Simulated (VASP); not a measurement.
Input of a VASP 6.6.1 run:

File INCAR:

```
SYSTEM = LiH
PREC     = Accurate       ! precision mode
ENCUT    = 520            ! plane-wave cutoff, eV
EDIFF    = 1E-6           ! SCF threshold, eV
ISMEAR   = 0              ! smearing method
SIGMA    = 0.1            ! smearing width, eV
LREAL    = .FALSE.        ! projectors in reciprocal space
LASPH    = .TRUE.         ! aspherical terms in the spheres
NELM     = 60             ! most SCF steps
ALGO     = Normal         ! electronic algorithm
ISIF     = 2              ! what is computed and relaxed
LWAVE    = .FALSE.        ! write WAVECAR
LCHARG   = .FALSE.        ! write CHGCAR
GGA      = PS             ! functional
NBANDS   = 9              ! bands
```

Contents of KPOINTS:

```
Automatic mesh
0
G
  8 8 8
  0 0 0
```

Contents of POSCAR:

```
LiH
1.0
    0.0000000000      2.0906751829      2.0906751829
    2.0906751829      0.0000000000      2.0906751829
    2.0906751829      2.0906751829      0.0000000000
Li H
1 1
Direct
    0.0000000000      0.0000000000      0.0000000000
    0.5000000000      0.5000000000      0.5000000000
```

Potentials or basis: VASP PAW PBE potentials, release 64 (Li_sv, H).

Command:

```console
$ cat potpaw_PBE.64/Li_sv/POTCAR potpaw_PBE.64/H/POTCAR > POTCAR
$ mpirun -np 1 vasp_std > vasp.out
```

(1) Predict the band gap on the k mesh.

Results:

(1) 2.84 eV, direct.

Caveat: the cell differs from its parent crystal (Na replaced by Li, lengths x 0.884, strained).
